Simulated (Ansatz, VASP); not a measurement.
## Two plane-wave programs on Pt

Contents of INCAR:

```
SYSTEM = Pt
PREC = Accurate ; ENCUT = 520
EDIFF = 1E-6 ; ISMEAR = 0
SIGMA = 0.15 ; LREAL = .False.
LASPH = .True. ; NELM = 80
ALGO = Normal ; ISIF = 2
LWAVE = .False. ; LCHARG = .False.
GGA = PS ; NBANDS = 17
```

The input KPOINTS:

```
Automatic mesh
0
Gamma
  18 18 10
  0 0 0
```

Contents of POSCAR:

```
Pt
1.0
    2.6616000000      0.0000000000      0.0000000000
   -1.3308000000      2.3050132147      0.0000000000
    0.0000000000      0.0000000000      4.7854000000
Pt
2
Direct
    0.6666666667      0.3333333333      0.7500000000
    0.3333333333      0.6666666667      0.2500000000
```

Input for Ansatz:

```yaml
crystal:
  lattice:
    - [2.6616, 0.0, 0.0]
    - [-1.3308, 2.3050132147, 0.0]
    - [0.0, 0.0, 4.7854]
  atoms:
    - { symbol: Pt, position: [0.6666666667, 0.3333333333, 0.75] }
    - { symbol: Pt, position: [0.3333333333, 0.6666666667, 0.25] }
basis:
  ecutwfc: 420
kpoints:
  mp_grid: { grid: [18, 18, 10] }
hamiltonian:
  xc: pbesol
scf:
  occupations: { method: gaussian, width: 0.15 }
output:
  forces: true
  stress: true
  eigenvalues: true
```

Alike in both runs: task single point; functional PBEsol; k mesh 18 × 18 × 10; occupations gaussian, width 0.15 eV; no spin polarisation.

|  | VASP | Ansatz |
| --- | --- | --- |
| version | VASP 6.6.1 | Ansatz 0.2.0 |
| potentials or method | VASP PAW PBE potentials, release 64 (Pt), cutoff 520 eV | scalar-relativistic, plane waves, PAW |
| valence electrons in the cell | 20 | 36 |

Ansatz gave:

| Quantity | Value |
| --- | --- |
| gap on the k mesh at the Fermi level (eV) | none |
| pressure (GPa) | 11.3 |
| traceless stress, the component that is largest in VASP (GPa) | -8.98 |

Problem. What did VASP give for the same quantities?

Solution. gap on the k mesh at the Fermi level (eV): none; pressure (GPa): 10.9; traceless stress, the component that is largest in VASP (GPa): -9.07.

VASP's potentials were made for PBE, not for PBEsol. A gap of «none» marks a metal or a gap that the smearing closes. With one functional, cell and mesh, what is left measures potentials, basis and numerics. VASP's potentials hold 20 valence electrons a cell and Ansatz's 36, so a difference there can come from the potentials and not from the codes.

Spin-orbit coupling is off throughout.
